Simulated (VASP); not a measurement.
# Sc2InAs3 in VASP: further runs

Runs on Sc2InAs3. Level: PBE. Tasks: single point, relaxation of cell and atoms.

All numbers are computed with VASP 6.6.1; they aren't measurements. Logs are shortened: lines on timing, memory, paths and dates and some standing lists are left out, and cuts for length are marked.

### 1 The cell of the first run

The typed cell holds 12 atoms: a = 6.778 Å, b = 6.778 Å, c = 6.718 Å, α = 90.00°, β = 90.00°, γ = 120.00°.

The cell was generated, and may not be a known phase.

### 2 Single point, PBE

File INCAR:

```
SYSTEM = Sc2InAs3
PREC = Accurate
ENCUT = 520
EDIFF = 1E-6
ISMEAR = 0
SIGMA = 0.1
LREAL = .False.
LASPH = .True.
NELM = 60
ALGO = Normal
ISIF = 2
LWAVE = .False.
LCHARG = .False.
GGA = PE
NBANDS = 62
```

File KPOINTS:

```
Automatic mesh
0
Gamma
  3 3 2
  0 0 0
```

File POSCAR:

```
Sc2InAs3
1.0
    6.7778410224      0.0000000000      0.0000000000
   -3.3889205112      5.8697825082      0.0000000000
    0.0000000000      0.0000000000      6.7177371231
Sc In As
4 2 6
Direct
    0.3333333333      0.6666666667     -0.0000490311
    0.6666666667      0.3333333333      0.4999509689
    0.6666666667      0.3333333333      0.0000490311
    0.3333333333      0.6666666667      0.5000490311
    0.0000000000      0.0000000000      0.0000000000
    0.0000000000      0.0000000000      0.5000000000
    0.3562630048      0.9999398957      0.2500000000
    0.3563231091      0.3562630048      0.7500000000
    0.0000601043      0.3563231091      0.2500000000
    0.6437369952      0.0000601043      0.7500000000
    0.6436768909      0.6437369952      0.2500000000
    0.9999398957      0.6436768909      0.7500000000
```

Potentials or basis: VASP PAW PBE potentials, release 64 (Sc_sv, In_d, As).

On the command line:

```sh
$ cat potpaw_PBE.64/Sc_sv/POTCAR potpaw_PBE.64/In_d/POTCAR potpaw_PBE.64/As/POTCAR > POTCAR
$ mpirun -np 1 vasp_std > vasp.out
```

OUTCAR:

```text
SYSTEM = Sc2InAs3
   PREC = Accurate
   ENCUT = 520
   EDIFF = 1E-6
   ISMEAR = 0
   LREAL = .False.
   LASPH = .True.
   NELM = 60
   ISIF = 2
   GGA = PE

 ion  position               nearest neighbor table
   1  0.333  0.667  1.000-   7 2.76   9 2.76  11 2.76  12 2.76  10 2.76   8 2.76   4 3.36   4 3.36

   2  0.667  0.333  0.500-  10 2.76  12 2.76   8 2.76   9 2.76   7 2.76  11 2.76   3 3.36   3 3.36

   3  0.667  0.333  0.000-  10 2.76  12 2.76   8 2.76   9 2.76   7 2.76  11 2.76   2 3.36   2 3.36
[... 7 lines left out ...]
   7  0.356  1.000  0.250-   1 2.76   4 2.76   3 2.76   2 2.76   5 2.94   6 2.94
   8  0.356  0.356  0.750-   2 2.76   3 2.76   1 2.76   4 2.76   5 2.94   6 2.94
   9  0.000  0.356  0.250-   1 2.76   4 2.76   3 2.76   2 2.76   5 2.94   6 2.94
  10  0.644  0.000  0.750-   2 2.76   3 2.76   1 2.76   4 2.76   5 2.94   6 2.94
  11  0.644  0.644  0.250-   1 2.76   4 2.76   3 2.76   2 2.76   5 2.94   6 2.94
  12  1.000  0.644  0.750-   2 2.76   3 2.76   1 2.76   4 2.76   5 2.94   6 2.94

  LATTYP: Found a hexagonal cell.
 ALAT       =     6.7778410224
 C/A-ratio  =     0.9911322943

  Lattice vectors:

 A1 = (   6.7778410224,   0.0000000000,   0.0000000000)
 A2 = (  -3.3889205112,   5.8697825082,   0.0000000000)
 A3 = (   0.0000000000,   0.0000000000,   6.7177371231)

Analysis of symmetry for initial positions (statically):
=====================================================================
 Subroutine PRICEL returns:
 Original cell was already a primitive cell.

 Routine SETGRP: Setting up the symmetry group for a
 hexagonal supercell.

 Subroutine GETGRP returns: Found 12 space group operations
 (whereof  6 operations were pure point group operations)
 out of a pool of 24 trial point group operations.

The static configuration has the point symmetry S_6 .
 The point group associated with its full space group is C_6h.

Analysis of symmetry for dynamics (positions and initial velocities):
=====================================================================
 Subroutine PRICEL returns:
 Original cell was already a primitive cell.

 Routine SETGRP: Setting up the symmetry group for a
 hexagonal supercell.

 Subroutine GETGRP returns: Found 12 space group operations
 (whereof  6 operations were pure point group operations)
 out of a pool of 24 trial point group operations.

The dynamic configuration has the point symmetry S_6 .
 The point group associated with its full space group is C_6h.

 Subroutine INISYM returns: Found 12 space group operations
 (whereof  6 operations are pure point group operations),
 and found     1 'primitive' translations

[... 110 lines left out ...]
   ISMEAR =     0;   SIGMA  =   0.10  broadening in eV -4-tet -1-fermi 0-gaus
   EFERMI_NEDOS =   21; number of points for ismear=-14 and -15
   IALGO  =     38    algorithm
   IMIX   =      4    mixing-type and parameters
     AMIX     =   0.40;   BMIX     =  1.00
     AMIX_MAG =   1.60;   BMIX_MAG =  1.00
  volume/ion in A,a.u.               =      22.27       150.30
  Fermi-wavevector in a.u.,A,eV,Ry     =   1.179676  2.229264 18.934346  1.391635
  Thomas-Fermi vector in A             =   2.315982
   LORBIT       =      0    0 simple, 1 ext, 2 COOP (PROOUT), +10 PAW based schemes
   GGA     = PE    functional components
   LHFCALC =     F    Hartree Fock is set to
   AEXX    =    0.0000 exact exchange contribution
   IVDW    =     0    specifies the selected vdW correction
   LEPSILON=     F    determine dielectric tensor
   LRPA    =     F    only Hartree local field effects (RPA)
 non-spin polarized calculation
 Gauss-broadening in eV      SIGMA  =   0.10
  energy-cutoff  :      520.00
  volume of cell :      267.26
 maximum number of plane-waves:      7237
 NGX is ok and might be reduce to    50
   NGX = 25   NGY = 25   NGZ = 25

 number of electron     100.0000031 magnetization

 Free energy of the ion-electron system (eV)
  ---------------------------------------------------
  ext. energy  EPLUGINS =         0.00000000
  ---------------------------------------------------
  free energy    TOTEN  =       -67.68713662 eV

  energy without entropy =      -67.64543013  energy(sigma->0) =      -67.66628337

 E-fermi :   5.1948     XC(G=0): -10.1165

 val. band max:        5.1526706028   @ k =   0.3333   0.3333   0.5000
 cond. band min:       5.2274913635   @ k =   0.3333  -0.0000   0.0000
 fundamental gap:      0.0748207607
 Fermi energy:         5.1947596433

 k-point     1 :       0.0000    0.0000    0.0000
  band No.  band energies     occupation
      1     -44.5369      2.00000
      2     -44.5337      2.00000
      3     -44.5221      2.00000
      4     -44.5190      2.00000
      5     -23.2478      2.00000
      6     -23.2334      2.00000
[... 379 lines left out ...]
     61       7.5363      0.00000
     62       7.5367      0.00000

------------------------ aborting loop because EDIFF is reached ----------------------------------------

  FORCE on cell =-STRESS in cart. coord.  units (eV):
  Direction    XX          YY          ZZ          XY          YZ          ZX
  --------------------------------------------------------------------------------------
  -------------------------------------------------------------------------------------
  Total        0.4322933      0.4322933      0.3807721      0.0000001      0.0000000     -0.0000000
  in kB        2.5915091      2.5915091      2.2826502      0.0000006      0.0000000     -0.0000000
  external PRESSURE =       2.4885561 kB  Pullay stress =       0.0000000 kB

 VOLUME and BASIS-vectors are now :
 -----------------------------------------------------------------------------
  energy-cutoff  :      520.00
  volume of cell :      267.26
      direct lattice vectors                 reciprocal lattice vectors
     6.777841022  0.000000000  0.000000000     0.147539607  0.085182032  0.000000000
    -3.388920511  5.869782508  0.000000000     0.000000000  0.170364064  0.000000000
     0.000000000  0.000000000  6.717737123     0.000000000  0.000000000  0.148859650

 POSITION                                       TOTAL-FORCE (eV/Angst)
 -----------------------------------------------------------------------------------
     -0.00000      3.91319      6.71741         0.000000     -0.000000      0.001385
      3.38892      1.95659      3.35854         0.000000     -0.000000      0.001385
      3.38892      1.95659      0.00033         0.000000     -0.000000     -0.001385
     -0.00000      3.91319      3.35920         0.000000     -0.000000     -0.001385
      0.00000      0.00000      0.00000         0.000000     -0.000000     -0.000000
      0.00000      0.00000      3.35887         0.000000     -0.000000     -0.000000
     -0.97402      5.86943      1.67943        -0.004855      0.001441     -0.000000
      1.20775      2.09119      5.03830        -0.003675     -0.003484     -0.000000
     -1.20714      2.09154      1.67943         0.001180     -0.004925     -0.000000
      4.36294      0.00035      5.03830         0.004855     -0.001441     -0.000000
      2.18117      3.77860      1.67943         0.003675      0.003484     -0.000000
      4.59606      3.77824      5.03830        -0.001180      0.004925     -0.000000
 -----------------------------------------------------------------------------------
    total drift:                                0.000000     -0.000000      0.000000

  FREE ENERGIE OF THE ION-ELECTRON SYSTEM (eV)
  ---------------------------------------------------
  free  energy   TOTEN  =       -67.6871366228 eV

  energy  without entropy=      -67.6454301267  energy(sigma->0) =      -67.66628337
```

OSZICAR:

```text
N       E                     dE             d eps       ncg     rms          rms(c)
DAV:   1     0.157417506116E+04    0.15742E+04   -0.42091E+04   744   0.168E+03
DAV:   2     0.175134381957E+03   -0.13990E+04   -0.13767E+04   888   0.631E+02
DAV:   3    -0.587022621940E+02   -0.23384E+03   -0.22567E+03  1190   0.289E+02
DAV:   4    -0.748377870341E+02   -0.16136E+02   -0.15925E+02  1176   0.736E+01
DAV:   5    -0.754197096314E+02   -0.58192E+00   -0.57915E+00  1280   0.155E+01    0.168E+01
DAV:   6    -0.678265561177E+02    0.75932E+01   -0.28242E+01  1192   0.308E+01    0.593E+00
DAV:   7    -0.677140161175E+02    0.11254E+00   -0.14545E+00  1112   0.596E+00    0.302E+00
DAV:   8    -0.676857433730E+02    0.28273E-01   -0.17400E-01  1096   0.207E+00    0.977E-01
DAV:   9    -0.676865688100E+02   -0.82544E-03   -0.22630E-02  1280   0.790E-01    0.485E-01
DAV:  10    -0.676871561764E+02   -0.58737E-03   -0.41398E-03  1152   0.390E-01    0.200E-01
DAV:  11    -0.676872233059E+02   -0.67130E-04   -0.24532E-03  1152   0.274E-01    0.755E-02
DAV:  12    -0.676871386080E+02    0.84698E-04   -0.75620E-04  1112   0.164E-01    0.207E-02
DAV:  13    -0.676871385644E+02    0.43599E-07   -0.72057E-05  1096   0.546E-02    0.943E-03
DAV:  14    -0.676871365557E+02    0.20087E-05   -0.32000E-06   760   0.131E-02    0.307E-03
DAV:  15    -0.676871366228E+02   -0.67083E-07   -0.11231E-06   608   0.865E-03
   1 F= -.67687137E+02 E0= -.67666283E+02  d E =-.417065E-01
```

Wall time 2.3 min (1 thread of Intel Xeon Platinum 8488C (Sapphire Rapids), shared host); peak memory 0.38 GiB.

What came out:

```yaml
Free_energy: -67.6871 eV
Pressure: 0.2 GPa
Largest_force: 0.005 eV/Å
Band_gap_on_the_k_mesh: zero (bands 50 and 51 overlap by 0.33 eV)
```

Forces in eV/Å, atoms in the order of the input:
```
Sc   0.000  0.000  0.001
Sc   0.000  0.000  0.001
Sc   0.000  0.000 -0.001
Sc   0.000  0.000 -0.001
In   0.000  0.000  0.000
In   0.000  0.000  0.000
As  -0.005  0.001  0.000
As  -0.004 -0.003  0.000
As   0.001 -0.005  0.000
As   0.005 -0.001  0.000
As   0.004  0.003  0.000
As  -0.001  0.005  0.000
```

Caveat: the k points lie up to 0.47 Å⁻¹ apart; semilocal functionals underestimate gaps, and a narrow one can read as zero; spin-orbit coupling is left out, which moves the levels of the heavy elements.

### 3 Single point, PBE

This run uses another cell than the first one, of 22.21 Å³/atom.

File INCAR:

```
PREC = Accurate
ENCUT = 520
EDIFF = 1E-7
ISMEAR = 0
SIGMA = 0.1
LREAL = F
LASPH = T
NELM = 100
ALGO = Normal
ISIF = 2
LWAVE = F
LCHARG = F
GGA = PE
NBANDS = 62
```

File KPOINTS:

```
Automatic mesh
0
Gamma
  3 3 4
```

File POSCAR:

```
Sc2InAs3
1.0
    6.7997759542      0.0000000000      0.0000000000
   -3.3998879771      5.8887787164      0.0000000000
    0.0000000000      0.0000000000      6.6569593730
Sc In As
4 2 6
Direct
    0.3333333333      0.6666666667      0.0000000000
    0.6666666667      0.3333333333      0.5000000000
    0.6666666667      0.3333333333      0.0000000000
    0.3333333333      0.6666666667      0.5000000000
    0.0000000000      0.0000000000      0.0000000000
    0.0000000000      0.0000000000      0.5000000000
    0.3545526678      0.0000000000      0.2500000000
    0.3545526678      0.3545526678      0.7500000000
    0.0000000000      0.3545526678      0.2500000000
    0.6454473322      0.0000000000      0.7500000000
    0.6454473322      0.6454473322      0.2500000000
    0.0000000000      0.6454473322      0.7500000000
```

Potentials or basis: VASP PAW PBE potentials, release 64 (Sc_sv, In_d, As).

On the command line:

```sh
$ cat potpaw_PBE.64/Sc_sv/POTCAR potpaw_PBE.64/In_d/POTCAR potpaw_PBE.64/As/POTCAR > POTCAR
$ mpirun -np 1 vasp_std > vasp.out
```

It took 3.5 min on 1 thread of Intel Xeon Platinum 8488C (Sapphire Rapids), shared host; peak memory 0.43 GiB.

It converged, with:

```
Free energy            : -67.8043 eV
Pressure               : 0.3 GPa
Largest force          : 0.008 eV/Å
Band gap on the k mesh : zero (bands 50 and 51 overlap by 0.55 eV)
```

Forces on the atoms (eV/Å):
```
Sc   0.000  0.000  0.000
Sc   0.000  0.000  0.000
Sc   0.000  0.000  0.000
Sc   0.000  0.000  0.000
In   0.000  0.000  0.000
In   0.000  0.000  0.000
As  -0.008  0.000  0.000
As  -0.004 -0.007  0.000
As   0.004 -0.007  0.000
As   0.008  0.000  0.000
As   0.004  0.007  0.000
As  -0.004  0.007  0.000
```

Stress tensor (GPa, compression positive):
```
0.10 0.00 0.00
0.00 0.10 0.00
0.00 0.00 0.59
```

Levels at points of the mesh, in eV from the Fermi level:
| k point | band 46 | band 47 | band 48 | band 49 | band 50 | band 51 | band 52 | band 53 | band 54 | band 55 |
| --- | --- | --- | --- | --- | --- | --- | --- | --- | --- | --- |
| (0.00, 0.00, 0.00) | -1.24 | -1.24 | -1.04 | 0.12 | 0.16 | 0.42 | 0.42 | 1.55 | 1.65 | 1.65 |
| (0.00, 0.00, 0.50) | -1.87 | -0.37 | -0.37 | -0.37 | -0.37 | 0.83 | 0.83 | 1.17 | 1.17 | 1.17 |

Caveat: spin-orbit coupling is left out, which moves the levels of the heavy elements.

### 4 Relaxation of cell and atoms, PBE

File INCAR:

```
SYSTEM = Sc2InAs3
ALGO = Normal
EDIFF = 1E-6
EDIFFG = -0.04
ENCUT = 600
GGA = PE
IBRION = 2
ISIF = 3
ISMEAR = 0
LASPH = .TRUE.
LCHARG = .FALSE.
LREAL = .FALSE.
LWAVE = .FALSE.
NELM = 100
NSW = 90
PREC = Accurate
SIGMA = 0.1
```

File KPOINTS:

```
k-points
0
G
  3 3 4
  0 0 0
```

File POSCAR:

```
Sc2InAs3
1.0
    6.7778410224      0.0000000000      0.0000000000
   -3.3889205112      5.8697825082      0.0000000000
    0.0000000000      0.0000000000      6.7177371231
Sc In As
4 2 6
Direct
    0.3333333333      0.6666666667      0.0000000000
    0.6666666667      0.3333333333      0.5000000000
    0.6666666667      0.3333333333      0.0000000000
    0.3333333333      0.6666666667      0.5000000000
    0.0000000000      0.0000000000      0.0000000000
    0.0000000000      0.0000000000      0.5000000000
    0.3562930569      0.0000000000      0.2500000000
    0.3562930569      0.3562930569      0.7500000000
    0.0000000000      0.3562930569      0.2500000000
    0.6437069431      0.0000000000      0.7500000000
    0.6437069431      0.6437069431      0.2500000000
    0.0000000000      0.6437069431      0.7500000000
```

On the command line:

```sh
$ cat potpaw_PBE.64/Sc_sv/POTCAR potpaw_PBE.64/In_d/POTCAR potpaw_PBE.64/As/POTCAR > POTCAR
$ mpirun -np 1 vasp_std > vasp.out
```

Wall time 4.3 min (1 thread of Intel Xeon Platinum 8488C (Sapphire Rapids), shared host); peak memory 0.51 GiB.

The run converged. Its results:

```yaml
Free_energy: -67.8061 eV
Relaxed_volume: 22.32 Å³/atom
Relaxed_cell: a = 6.789 Å, b = 6.789 Å, c = 6.710 Å, α = 90.00°, β = 90.00°, γ = 120.00°
Space_group_after_relaxing_to_0.1_Å: P6_3/mcm (No. 193)
Energy_gained_by_relaxing: 0.1 meV/atom
Ionic_steps: 2
Pressure_after_relaxing: 0.0 GPa
Largest_force_after_relaxing: 0.032 eV/Å
Band_gap_on_the_k_mesh: zero (bands 50 and 51 overlap by 0.53 eV)
```

Forces on the atoms (eV/Å):
```
Sc   0.000  0.000  0.000
Sc   0.000  0.000  0.000
Sc   0.000  0.000  0.000
Sc   0.000  0.000  0.000
In   0.000  0.000  0.000
In   0.000  0.000  0.000
As  -0.032  0.000  0.000
As  -0.016 -0.028  0.000
As   0.016 -0.028  0.000
As   0.032  0.000  0.000
As   0.016  0.028  0.000
As  -0.016  0.028  0.000
```

Stress tensor (GPa, compression positive):
```
 0.03  0.00  0.00
 0.00  0.03  0.00
 0.00  0.00 -0.20
```

The path:
| step | energy change (eV) | largest force (eV/Å) | pressure (GPa) | volume (Å³) |
| --- | --- | --- | --- | --- |
| 1 | 0.0000 | 0.0401 | 0.10 | 267.26 |
| 2 | -0.0015 | 0.0323 | -0.05 | 267.79 |

Final structure:
```yaml
crystal:
  lattice:
    - [6.78870, 0.00000, 0.00000]
    - [-3.39435, 5.87918, 0.00000]
    - [0.00000, 0.00000, 6.70955]
  atoms:
    - { symbol: Sc, position: [0.33333, 0.66667, 0.00000] }
    - { symbol: Sc, position: [0.66667, 0.33333, 0.50000] }
    - { symbol: Sc, position: [0.66667, 0.33333, 0.00000] }
    - { symbol: Sc, position: [0.33333, 0.66667, 0.50000] }
    - { symbol: In, position: [0.00000, 0.00000, 0.00000] }
    - { symbol: In, position: [0.00000, 0.00000, 0.50000] }
    - { symbol: As, position: [0.35601, 0.00000, 0.25000] }
    - { symbol: As, position: [0.35601, 0.35601, 0.75000] }
    - { symbol: As, position: [0.00000, 0.35601, 0.25000] }
    - { symbol: As, position: [0.64399, 0.00000, 0.75000] }
    - { symbol: As, position: [0.64399, 0.64399, 0.25000] }
    - { symbol: As, position: [0.00000, 0.64399, 0.75000] }
```

Levels at points of the mesh, in eV from the Fermi level:
```tsv
k point	band 48	band 49	band 50	band 51	band 52	band 53
(0.00, 0.00, 0.00)	-1.05	0.10	0.15	0.45	0.45	1.60
(0.00, 0.00, 0.50)	-0.34	-0.34	-0.34	0.83	0.83	1.16
```

Caveat: spin-orbit coupling is left out, which moves the levels of the heavy elements.

(Part 1 of 2 ends here.)

The gap in the log of VASP goes by the Fermi energy; the results here count the filled bands.